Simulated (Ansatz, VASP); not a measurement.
## TiO: VASP beside Ansatz

```
Ti O
1.0
     0.00000    2.30389    2.30389
     2.30389    0.00000    2.30389
     2.30389    2.30389    0.00000
Ti O
1 1
Cartesian
  0.0000 0.0000 0.0000
  1.1519 1.1519 1.1519
```

Alike in both runs: functional r2SCAN; k mesh 8 × 8 × 8; occupations gaussian, width 0.1 eV; collinear spin.

Ansatz relaxed the structure, and its values are those at the end. VASP's run is a single point on that final structure, the one shown.

|  | VASP | Ansatz |
| --- | --- | --- |
| version | VASP 6.6.1 | Ansatz 0.2.0 |
| potentials or method | VASP PAW PBE potentials, release 64 (Ti_sv, O), cutoff 520 eV | scalar-relativistic, plane waves, PAW |
| valence electrons in the cell | 18 | 18 |

Ansatz gave:

```
gap on the k mesh at the Fermi level (eV)                     : none
pressure (GPa)                                                : 0.1
net moment per atom (μB)                                      : 0.11
size of the moment on the site where the two differ most (μB) : 0.16
```

**Question.** Estimate VASP's values.

**Answer.** gap on the k mesh at the Fermi level (eV): none; pressure (GPa): 1.2; net moment per atom (μB): 0.11; size of the moment on the site where the two differ most (μB): 0.20.

VASP's potentials were made for PBE, not for r2SCAN. Site moments also hang on the region over which each program counts them. A gap of «none» marks a metal or a gap that the smearing closes.
